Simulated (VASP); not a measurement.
Na, 1 atom in the cell. It takes space group Fmmm (No. 69, orthorhombic). The conventional cell has a = 5.275 Å, b = 5.301 Å, c = 5.381 Å, α = 90.00°, β = 90.00°, γ = 90.00°. Within 4.9 Å of Na (site symmetry mmm) lie 12 Na at 3.74 to 3.78 Å.  This cell differs from its parent crystal: strain +0.0150 x Voigt [0, 0, 0, 0, 0, 1].

- Program: VASP 6.6.1
- Task: single point
- Functional: r2SCAN
- Potentials or basis: VASP PAW PBE potentials, release 64 (Na_pv)
- Cutoff: 520 eV
- k mesh: 18 × 18 × 18
- Occupations: gaussian, width 0.15 eV
- Spin: no spin polarisation
- Dipole correction: no
- Further INCAR settings: ALGO = Normal; EDIFF = 1e-06; NBANDS = 10

Potentials or basis: VASP PAW PBE potentials, release 64 (Na_pv).

Command:

```sh
$ cat potpaw_PBE.64/Na_pv/POTCAR > POTCAR
$ cp INCAR.step1 INCAR
$ mpirun -np 1 vasp_std > vasp.out
$ cp INCAR.step2 INCAR
$ mpirun -np 1 vasp_std > vasp.out
```

Hardware: 1 thread of AMD EPYC 9R14 (Zen 4), on a shared host.

**Question.** How long does it take, and how much memory?

**Answer.** Run time: 12 min on 1 thread of AMD EPYC 9R14 (Zen 4), with other jobs on the host, peak memory 0.33 GiB. Counts: k points 865.
